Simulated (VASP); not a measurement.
Set up this calculation in VASP 6.6.1, as the native input.

| Item | Value |
| --- | --- |
| Task | single point |
| Functional | LDA |
| Potentials or basis | VASP PAW LDA potentials, release 64 (Ti_sv, Al) |
| Cutoff | 520 eV |
| k mesh | 8 × 8 × 8 |
| Occupations | methfessel-paxton, width 0.1 eV |
| Spin | no spin polarisation |
| Dipole correction | no |
| Further INCAR settings | ALGO = Normal; EDIFF = 1e-06; NBANDS = 14 |

The structure of TiAl lies in POSCAR:

```
TiAl
1.0
    3.0180000000      0.0000000000      0.0000000000
    0.0000000000      3.0180000000      0.0000000000
    0.0000000000      0.0000000000      3.0180000000
Ti Al
1 1
Direct
    0.5000000000      0.5000000000      0.4337309476
    0.0000000000      0.0000000000      0.0000000000
```

The input as run:

INCAR

```
PREC = Accurate
ENCUT = 520
EDIFF = 1E-6
ISMEAR = 1
SIGMA = 0.1
LREAL = False
LASPH = True
NELM = 100
ALGO = Normal
ISIF = 2
LWAVE = False
LCHARG = True
LELF = True
LVHAR = True
NBANDS = 14
```

KPOINTS

```
regular mesh
0
Gamma
  8 8 8
```

Potentials or basis: VASP PAW LDA potentials, release 64 (Ti_sv, Al).

Command:

```console
$ cat potpaw_LDA.64/Ti_sv/POTCAR potpaw_LDA.64/Al/POTCAR > POTCAR
$ mpirun -np 1 vasp_std > vasp.out
```

It gave:

- Pressure: 18.4 GPa
- Largest force: 1.837 eV/Å

Caveat: forces of over 1 eV/Å act on the atoms, so gaps and moduli don't describe the material at rest.

Run time: 26 s on 1 thread of Intel(R) Xeon(R) Platinum 8375C CPU @ 2.90GHz (Ice Lake), with other jobs on the host, peak memory 0.14 GiB.
